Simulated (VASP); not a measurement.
HfB, 2 atoms in the cell. The structure is cubic, space group Fm-3m (No. 225). Conventional cell: a = 4.581 Å, b = 4.581 Å, c = 4.581 Å, α = 90.00°, β = 90.00°, γ = 90.00°. Hf (site symmetry m-3m) has 6 B at 2.29 Å within 3.0 Å. Within 3.0 Å of B (site symmetry m-3m) lie 6 Hf at 2.29 Å. 

```yaml
Program: VASP 6.6.1
Task: relaxation of cell and atoms
Functional: PBEsol
Potentials_or_basis: VASP PAW PBE potentials, release 64 (Hf_pv, B)
Cutoff: 500 eV
k_mesh: 16 × 16 × 16
Occupations: gaussian, width 0.1 eV
Spin: no spin polarisation
Target_pressure: 30 GPa
Dipole_correction: no
Further_INCAR_settings: ALGO = Normal; EDIFF = 1e-07; IBRION = 2; EDIFFG = -0.008; NSW = 70; ISIF = 3
```

Potentials or basis: VASP PAW PBE potentials, release 64 (Hf_pv, B).

The run is started by

```console
$ cat potpaw_PBE.64/Hf_pv/POTCAR potpaw_PBE.64/B/POTCAR > POTCAR
$ mpirun -np 1 vasp_std > vasp.out
```

Hardware: 1 thread of AMD EPYC 7R13 Processor (Zen 3), on a shared host.

Q: How long does it take, and how much memory?

A: Run time: 58 s on 1 thread of AMD EPYC 7R13 Processor (Zen 3), with other jobs on the host, peak memory 0.15 GiB. Counts: scf iterations 30, k points 145, ion steps 3.
